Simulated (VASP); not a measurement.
Crystal: NaI.

```
Na I
1.0
     3.98235   -0.05818   -0.05818
    -0.05818    3.98235   -0.05818
    -0.05818   -0.05818    3.98235
Na I
1 1
Direct
  0.00000 0.00000 0.00000
  0.50000 0.50000 0.50000
```

This cell differs from its parent crystal: strain along [111] -4.3%.

Base run:

```yaml
Program: VASP 6.6.1
Functional: r2SCAN
Potentials_or_basis: VASP PAW PBE potentials, release 64 (Na_pv, I)
Cutoff: 520 eV
k_mesh: 6 × 6 × 6
Occupations: gaussian, width 0.01 eV
Spin: no spin polarisation
```

Its results: band gap on the k mesh 3.17 eV (least direct gap 3.29 eV); pressure 0.9 GPa.

**Question.** The run is repeated on the same cell with these changes: functional from r2SCAN to PBE; occupations from gaussian, width 0.01 eV to fermi-dirac, width 0.02 eV. What comes out?

**Answer.** Band gap on the k mesh 2.38 eV (least direct gap 2.72 eV); pressure 1.2 GPa.

Caveats: spin-orbit coupling is left out, which moves the levels of the heavy elements; the PAW data sets were made with another functional, which shifts forces and pressure a little (at least some runs).

A k mesh can miss the band edges.
